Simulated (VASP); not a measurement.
# PbSe (Cm) in VASP: single point with SCAN

Aim: the single point of PbSe with SCAN.

Program: VASP 6.6.1. These are calculated values, not measurements. Logs are shortened: lines on timing, memory, paths and dates and some standing lists are left out, and cuts for length are marked.

## (1) The cell of the first run

The structure is monoclinic, space group Cm (No. 8). The conventional cell has a = 12.268 Å, b = 4.310 Å, c = 4.495 Å, α = 90.00°, β = 90.00°, γ = 90.00°. Within 3.7 Å of Pb (site symmetry m) lie 5 Se at 2.82 to 3.17 Å. Pb (site symmetry m) has 5 Se at 2.82 to 3.11 Å within 3.7 Å. Within 3.7 Å of Se (site symmetry m) lie 5 Pb at 2.82 to 3.11 Å. Within 3.7 Å of Se (site symmetry m) lie 5 Pb at 2.82 to 3.17 Å.

## (2) Single point, SCAN (last atom moved by 0.08 Å along z, cell strained by +1.0% along z)

The input, INCAR:

```
METAGGA = SCAN
ISMEAR = 0
SIGMA = 0.03
LWAVE = False
LCHARG = False
ISIF = 2
PREC = Accurate
LASPH = True
LREAL = False
ALGO = Normal
EDIFF = 1E-7
NELM = 120
GGA_COMPAT = False
ENCUT = 620
EFERMI = MIDGAP
LMIXTAU = True
KPAR = 8
NBANDS = 44
ADDGRID = False
```

The input, KPOINTS:

```
Automatic mesh
0
Gamma
  11 11 10
  0 0 0
```

The input, POSCAR:

```
PbSe
1.0
    2.1548765900     -6.1339473500      0.0000000000
    2.1548765900      6.1339473500      0.0000000000
    0.0000000000      0.0000000000      4.4949985057
Pb Se
2 2
Direct
    0.3682392700      0.6317607300      0.2500000000
    0.6317607300      0.3682392700      0.7500000000
    0.1387100400      0.8612899600      0.2500000000
    0.8612899600      0.1387100400      0.7679755300
```

Potentials or basis: VASP PAW PBE potentials, release 64 (Pb_d, Se).

Run with:

```bash
$ cat potpaw_PBE.64/Pb_d/POTCAR potpaw_PBE.64/Se/POTCAR > POTCAR
$ mpirun -np 8 vasp_std > vasp.out
```

OUTCAR:

```text
METAGGA = SCAN
   ISMEAR = 0
   ISIF = 2
   PREC = Accurate
   LASPH = True
   LREAL = False
   EDIFF = 1E-7
   NELM = 120
   ENCUT = 620
   EFERMI = MIDGAP

 ion  position               nearest neighbor table
   1  0.368  0.632  0.250-   3 2.82   4 3.06   4 3.06   4 3.17   4 3.17   2 3.94   2 3.94
   2  0.632  0.368  0.750-   4 2.82   3 3.11   3 3.11   3 3.11   3 3.11   1 3.94   1 3.94
   3  0.139  0.861  0.250-   1 2.82   2 3.11   2 3.11   2 3.11   2 3.11
   4  0.861  0.139  0.768-   2 2.82   1 3.06   1 3.06   1 3.17   1 3.17

  LATTYP: Found a base centered orthorhombic cell.
 ALAT       =     4.3097531800
 B/A-ratio  =     2.8465422932
 C/A-ratio  =     1.0429828155

  Lattice vectors:

 A1 = (   2.1548765900,  -6.1339473500,   0.0000000000)
 A2 = (   2.1548765900,   6.1339473500,   0.0000000000)
 A3 = (   0.0000000000,   0.0000000000,   4.4949985057)

Analysis of symmetry for initial positions (statically):
=====================================================================
 Subroutine PRICEL returns:
 Original cell was already a primitive cell.

 Routine SETGRP: Setting up the symmetry group for a
 base centered orthorhombic supercell.

 Subroutine GETGRP returns: Found  2 space group operations
 (whereof  2 operations were pure point group operations)
 out of a pool of  8 trial point group operations.

The static configuration has the point symmetry C_1h.

Analysis of symmetry for dynamics (positions and initial velocities):
=====================================================================
 Subroutine PRICEL returns:
 Original cell was already a primitive cell.

 Routine SETGRP: Setting up the symmetry group for a
 base centered orthorhombic supercell.

 Subroutine GETGRP returns: Found  2 space group operations
 (whereof  2 operations were pure point group operations)
 out of a pool of  8 trial point group operations.

The dynamic configuration has the point symmetry C_1h.

 Subroutine INISYM returns: Found  2 space group operations
 (whereof  2 operations are pure point group operations),
 and found     1 'primitive' translations

----------------------------------------------------------------------------------------

                                     Primitive cell

  volume of cell :     118.8289

  direct lattice vectors                    reciprocal lattice vectors
     2.154876590 -6.133947350  0.000000000     0.232031849 -0.081513579  0.000000000
     2.154876590  6.133947350  0.000000000     0.232031849  0.081513579  0.000000000
     0.000000000  0.000000000  4.494998506     0.000000000  0.000000000  0.222469484

  length of vectors
     6.501446240  6.501446240  4.494998506     0.245933411  0.245933411  0.222469484

  position of ions in fractional coordinates (direct lattice)
     0.368239270  0.631760730  0.250000000
     0.631760730  0.368239270  0.750000000
     0.138710040  0.861289960  0.250000000
     0.861289960  0.138710040  0.767975530

  ion indices of the primitive-cell ions
   primitive index   ion index
                 1           1
                 2           2
                 3           3
                 4           4

----------------------------------------------------------------------------------------

 KPOINTS: Automatic mesh

Automatic generation of k-mesh.
 Grid dimensions read from file:
 generate k-points for:   11   11   10

 Generating k-lattice:

  Cartesian coordinates                     Fractional coordinates (reciprocal lattice)
     0.021093804 -0.007410325  0.000000000     0.090909091 -0.000000000  0.000000000
     0.021093804  0.007410325  0.000000000    -0.000000000  0.090909091  0.000000000
     0.000000000  0.000000000  0.022246948     0.000000000  0.000000000  0.100000000

  Length of vectors
     0.022357583  0.022357583  0.022246948

  Shift w.r.t. Gamma in fractional coordinates (k-lattice)
     0.000000000  0.000000000  0.000000000

 Subroutine IBZKPT returns following result:
 ===========================================

 Found    336 irreducible k-points:

 Following reciprocal coordinates:
            Coordinates               Weight
  0.000000  0.000000  0.000000      1.000000
  0.090909 -0.000000  0.000000      4.000000
  0.181818 -0.000000  0.000000      4.000000
  0.272727 -0.000000  0.000000      4.000000
  0.363636 -0.000000  0.000000      4.000000
  0.454545 -0.000000  0.000000      4.000000
[... 16 lines left out ...]
 -0.272727  0.181818  0.000000      4.000000
 -0.181818  0.181818  0.000000      2.000000
 [... further k-points ...]
   k-points           NKPTS =    336   k-points in BZ     NKDIM =    336   number of bands    NBANDS=     44
   number of dos      NEDOS =    301   number of ions     NIONS =      4
   total plane-waves  NPLWV = 116640
   dimension x,y,z NGX =    54 NGY =   54 NGZ =   40
   dimension x,y,z NGXF=   108 NGYF=  108 NGZF=   80
   ions per type =               2   2
   NGX,Y,Z   is equivalent  to a cutoff of  13.81, 13.81, 14.79 a.u.
   NGXF,Y,Z  is equivalent  to a cutoff of  27.62, 27.62, 29.59 a.u.
 SYSTEM =  unknown system
   PREC   = accura    normal or accurate (medium, high low for compatibility)
   ISTART =      0    job   : 0-new  1-cont  2-samecut
   ICHARG =      2    charge: 1-file 2-atom 10-const
   ISPIN  =      1    spin polarized calculation?
   LNONCOLLINEAR =      F non collinear calculations
   LSORBIT =      F    spin-orbit coupling
   LASPH  =      T    aspherical Exc in radial PAW
   ENCUT  =  620.0 eV  45.57 Ry    6.75 a.u.  13.20 13.20  9.13*2*pi/ulx,y,z
   NELM   =    120;   NELMIN=  2; NELMDL= -5     # of ELM steps
   EDIFF  = 0.1E-06   stopping-criterion for ELM
   LREAL  =      F    real-space projection
   EDIFFG = 0.1E-05   stopping-criterion for IOM
   NSW    =      0    number of steps for IOM
   IBRION =     -1    ionic relax: 0-MD 1-quasi-New 2-CG
   NFREE  =      0    steps in history (QN), initial steepest desc. (CG)
   ISIF   =      2    stress and relaxation
   ISYM   =      2    0-nonsym 1-usesym 2-fastsym
   POTIM  = 0.5000    time-step for ionic-motion
   TEBEG  =    0.0;   TEEND  =   0.0 temperature during run

   SCALEE = 1.0000    scale energy and forces
   PSTRESS=    0.0 pullay stress
   NELECT =      40.0000    total number of electrons
   NUPDOWN=      -1.0000    fix difference up-down
   EMIN   =  10.00;   EMAX   =-10.00  energy-range for DOS
   EFERMI =   0.00;   METHOD = MIDGAP
   ISMEAR =     0;   SIGMA  =   0.03  broadening in eV -4-tet -1-fermi 0-gaus
   EFERMI_NEDOS =   21; number of points for ismear=-14 and -15
   IALGO  =     38    algorithm
   IMIX   =      4    mixing-type and parameters
     AMIX     =   0.40;   BMIX     =  1.00
     AMIX_MAG =   1.60;   BMIX_MAG =  1.00
  volume/ion in A,a.u.               =      29.71       200.47
  Fermi-wavevector in a.u.,A,eV,Ry     =   1.138818  2.152053 17.645470  1.296905
  Thomas-Fermi vector in A             =   2.275522
   LORBIT       =      0    0 simple, 1 ext, 2 COOP (PROOUT), +10 PAW based schemes
   METAGGA = SCAN    functional components
   LHFCALC =     F    Hartree Fock is set to
   AEXX    =    0.0000 exact exchange contribution
   IVDW    =     0    specifies the selected vdW correction
   LEPSILON=     F    determine dielectric tensor
   LRPA    =     F    only Hartree local field effects (RPA)

   CSHIFT  =0.1000    complex shift for real part using Kramers Kronig

   OMEGAMAX=  -1.0    maximum frequency
 non-spin polarized calculation
 Gauss-broadening in eV      SIGMA  =   0.03
  energy-cutoff  :      620.00
  volume of cell :      118.83
 maximum number of plane-waves:      4192
 NGX is ok and might be reduce to    54
   NGX = 27   NGY = 27   NGZ = 19

 number of electron      39.9999998 magnetization

 Free energy of the ion-electron system (eV)
  ---------------------------------------------------
  ext. energy  EPLUGINS =         0.00000000
  ---------------------------------------------------
  free energy    TOTEN  =      -193.74227413 eV

  energy without entropy =     -193.74227413  energy(sigma->0) =     -193.74227413

 E-fermi :   4.5452     XC(G=0):  -9.9112

 val. band max:        3.9782835156   @ k =  -0.4545   0.4545   0.4000
 cond. band min:       5.1122147904   @ k =  -0.4545   0.4545   0.4000
 fundamental gap:      1.1339312748
 Fermi energy:         4.5452491530

 k-point     1 :       0.0000    0.0000    0.0000
  band No.  band energies     occupation
      1     -13.0048      2.00000
      2     -12.9124      2.00000
      3     -12.9059      2.00000
      4     -12.9034      2.00000
      5     -12.8953      2.00000
      6     -12.8886      2.00000
[... 24 lines left out ...]
     31      14.0474      0.00000
     32      14.2693      0.00000

 k-point     2 :       0.0909   -0.0000    0.0000
  band No.  band energies     occupation
      1     -13.0002      2.00000
      2     -12.9104      2.00000
      3     -12.9081      2.00000
      4     -12.9011      2.00000
      5     -12.8982      2.00000
      6     -12.8859      2.00000
[... 24 lines left out ...]
     31      13.6926      0.00000
     32      14.0390      0.00000

 k-point     3 :       0.1818   -0.0000    0.0000
  band No.  band energies     occupation
      1     -12.9873      2.00000
      2     -12.9140      2.00000
      3     -12.9068      2.00000
      4     -12.9047      2.00000
      5     -12.8923      2.00000
      6     -12.8815      2.00000
[... 24 lines left out ...]
     31      13.9781      0.00000
     32      14.6160      0.00000

 k-point     4 :       0.2727   -0.0000    0.0000
  band No.  band energies     occupation
      1     -12.9691      2.00000
      2     -12.9216      2.00000
      3     -12.9138      2.00000
      4     -12.9006      2.00000
      5     -12.8839      2.00000
      6     -12.8794      2.00000
[... 654 lines left out ...]
     31      15.0365      0.00000
     32      15.2536      0.00000

 k-point    23 :      -0.2727    0.1818    0.0000
  band No.  band energies     occupation
      1     -12.9968      2.00000
      2     -12.9122      2.00000
      3     -12.9110      2.00000
      4     -12.8961      2.00000
      5     -12.8926      2.00000
      6     -12.8800      2.00000
[... 24 lines left out ...]
     31      14.1957      0.00000
     32      14.4864      0.00000

 k-point    24 :      -0.1818    0.1818    0.0000
  band No.  band energies     occupation
      1     -13.0024      2.00000
      2     -12.9143      2.00000
      3     -12.9082      2.00000
      4     -12.8975      2.00000
      5     -12.8931      2.00000
      6     -12.8828      2.00000
[... 24 lines left out ...]
     31      13.6431      0.00000
     32      14.0988      0.00000

 [... further k-points ...]

 [bands above 32 left out]

------------------------ aborting loop because EDIFF is reached ----------------------------------------

  FORCE on cell =-STRESS in cart. coord.  units (eV):
  Direction    XX          YY          ZZ          XY          YZ          ZX
  --------------------------------------------------------------------------------------
  -------------------------------------------------------------------------------------
  Total       -0.5762421     -0.5061226     -0.8638493      0.0000000      0.2152655      0.0000000
  in kB       -7.7695087     -6.8240831    -11.6473349      0.0000000      2.9024384      0.0000000
  external PRESSURE =      -8.7469756 kB  Pullay stress =       0.0000000 kB

 VOLUME and BASIS-vectors are now :
 -----------------------------------------------------------------------------
  energy-cutoff  :      620.00
  volume of cell :      118.83
      direct lattice vectors                 reciprocal lattice vectors
     2.154876590 -6.133947350  0.000000000     0.232031849 -0.081513579  0.000000000
     2.154876590  6.133947350  0.000000000     0.232031849  0.081513579  0.000000000
     0.000000000  0.000000000  4.494998506     0.000000000  0.000000000  0.222469484

 POSITION                                       TOTAL-FORCE (eV/Angst)
 -----------------------------------------------------------------------------------
      2.15488      1.61643      1.12375         0.000000      0.051316     -0.028371
      2.15488     -1.61643      3.37125         0.000000     -0.052088     -0.017135
      2.15488      4.43227      1.12375         0.000000     -0.014677      0.095026
      2.15488     -4.43227      3.45205         0.000000      0.015449     -0.049519
 -----------------------------------------------------------------------------------
    total drift:                                0.000000     -0.000123     -0.000360

  FREE ENERGIE OF THE ION-ELECTRON SYSTEM (eV)
  ---------------------------------------------------
  free  energy   TOTEN  =      -193.7422741338 eV

  energy  without entropy=     -193.7422741338  energy(sigma->0) =     -193.74227413
```

Run time: 21 min. Hardware: 8 MPI ranks of Intel Xeon 6975P-C (Granite Rapids), shared host; peak memory 1.7 GiB.

What came out:

| Item | Value |
| --- | --- |
| Free energy | -193.7423 eV |
| Pressure | -0.9 GPa |
| Largest force | 0.096 eV/Å |
| Band gap on the k mesh | 1.13 eV |

Forces in eV/Å, atoms in the order of the input:
```
Pb   0.000  0.051 -0.028
Pb   0.000 -0.052 -0.017
Se   0.000 -0.015  0.095
Se   0.000  0.015 -0.050
```

Stress tensor (GPa, compression positive):
```
-0.78  0.00  0.00
 0.00 -0.68  0.29
 0.00  0.29 -1.16
```

Caveat: the cell differs from its parent crystal (last atom moved by 0.08 Å along z, cell strained by +1.0% along z); the PAW data sets were made with another functional, which shifts forces and pressure a little; spin-orbit coupling is left out, which moves the levels of the heavy elements. A k mesh can miss the band edges.
